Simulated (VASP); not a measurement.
Input of a VASP 6.6.1 run:

Contents of INCAR:

```
ALGO = Normal ; EDIFF = 1E-6
ENCUT = 520 ; GGA = PE
ISIF = 2 ; ISMEAR = 0
LASPH = True ; LCHARG = False
LREAL = False ; LWAVE = False
NBANDS = 20 ; NELM = 100
PREC = Accurate ; SIGMA = 0.1
```

The input KPOINTS:

```
k-points
0
Gamma
  4 4 4
```

The input POSCAR:

```
ZrSi3
1.0
    3.9773218029      0.0000000000      0.0000000000
    0.0000000000      3.9773218029      0.0000000000
    0.0000000000      0.0000000000      3.9773218029
Zr Si
1 3
Direct
    0.0000000000      0.0000000000      0.0000000000
    0.0000000000      0.5000000000      0.5000000000
    0.5000000000      0.0000000000      0.5000000000
    0.5000000000      0.5000000000      0.0000000000
```

Potentials or basis: VASP PAW PBE potentials, release 64 (Zr_sv, Si).

Launch:

```bash
$ cat potpaw_PBE.64/Zr_sv/POTCAR potpaw_PBE.64/Si/POTCAR > POTCAR
$ mpirun -np 1 vasp_std > vasp.out
```

Q: Estimate the band gap on the k mesh.

A: Zero (band 12 reaches 12.01 eV, above the bottom of band 13 at 9.92 eV).

Q: Estimate the pressure.

A: -0.1 GPa.

Caveat: the k points lie up to 0.39 Å⁻¹ apart.
